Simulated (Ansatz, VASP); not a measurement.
## One calculation of GaN, two programs

```
Ga N
1.0
     0.00000    2.25350    2.25350
     2.25350    0.00000    2.25350
     2.25350    2.25350    0.00000
Ga N
1 1
Direct
  0.00000 0.00000 0.00000
  0.25000 0.25000 0.25000
```

Alike in both runs: task single point; functional PBE; k mesh 10 × 10 × 10; occupations gaussian, width 0.011 eV; no spin polarisation.

```csv
,VASP,Ansatz
version,VASP 6.6.1,Ansatz 0.2.0
potentials or method,"VASP PAW PBE potentials, release 64 (Ga_d, N), cutoff 520 eV","all-electron LAPW, scalar-relativistic"
```

VASP gave:

```
gap on the k mesh at the Fermi level (eV) : 1.72
least direct gap on the mesh (eV)         : 1.72
pressure (GPa)                            : 5.1
```

Question: Estimate Ansatz's values.

Answer: gap on the k mesh at the Fermi level (eV): 1.73; least direct gap on the mesh (eV): 1.73; pressure (GPa): 4.9.

Ansatz ran all-electron here, and VASP with PAW potentials.
